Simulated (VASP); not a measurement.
**PbS in VASP: the effect of functional**

The system is PbS, a slab with vacuum.

```
CELL_PARAMETERS angstrom
4.12996 0.00000 0.00000
0.05727 4.12956 0.00000
0.00000 0.00000 29.90312
ATOMIC_POSITIONS crystal
Pb 0.02603 0.02603 0.25081
Pb 0.52492 0.52492 0.35762
Pb 0.20968 0.20968 0.64238
Pb 0.70857 0.70857 0.74919
S 0.52577 0.52577 0.26560
S 0.02518 0.02518 0.34282
S 0.70942 0.70942 0.65718
S 0.20883 0.20883 0.73440
```

Alike in all runs:

| Property | Result |
| --- | --- |
| Program | VASP 6.6.1 |
| Task | work function |
| Cutoff | 520 eV |
| k mesh | 5 × 5 × 1 |
| Occupations | fermi-dirac, width 0.05 eV |
| Spin | no spin polarisation |

**Question.** One run gave: gap on the mesh 1.25 eV; largest force 0.41 eV/Å. Which functional did it use?
A. LDA
B. RPBE
C. PBE
D. PBEsol

**Answer.** C.

```csv
functional,potentials or basis,gap on the mesh (eV),largest force (eV/Å)
LDA,"VASP PAW LDA potentials, release 64 (Pb_d, S)",1.19,0.82
PBE,"VASP PAW PBE potentials, release 64 (Pb_d, S)",1.25,0.41
PBEsol,"VASP PAW PBE potentials, release 64 (Pb_d, S)",1.26,0.68
RPBE,"VASP PAW PBE potentials, release 64 (Pb_d, S)",1.25,0.26
```

Caveats: spin-orbit coupling is left out, which moves the levels of the heavy elements; the PAW data sets were made with another functional, which shifts forces and pressure a little (at least some runs).

A k mesh can miss the band edges.
